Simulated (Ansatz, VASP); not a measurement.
# Al4P in VASP and in Ansatz

```xyz
5
Lattice="4.5099 0.0000 0.0000 -2.2550 3.9057 0.0000 0.0000 0.0000 7.6138" Properties=species:S:1:pos:R:3 pbc="T T T"
Al    0.0000    0.0000    6.2280
Al    0.0000    0.0000    1.3858
Al    0.0000    2.6038    3.8069
Al    2.2550    1.3019    3.8069
P     0.0000    0.0000    3.8069
```

Alike in both runs: task relaxation of cell and atoms; functional PBE; k mesh 12 × 12 × 6; occupations gaussian, width 0.1 eV; no spin polarisation.

```csv
,VASP,Ansatz
version,VASP 6.6.1,Ansatz 0.2.0
potentials or method,"VASP PAW PBE potentials, release 64 (Al, P), cutoff 600 eV","scalar-relativistic, plane waves, PAW"
valence electrons in the cell,17,17
```

```csv
,VASP,Ansatz,Ansatz less VASP
"gap on the k mesh at the Fermi level, each at its own relaxed structure (eV)",none,none,-
relaxed volume (Å³/atom),26.21,26.23,+0.021
relaxed cell length with the largest relative difference (Å),7.445,7.451,+0.0053
```

A gap of «none» marks a metal or a gap that the smearing closes.
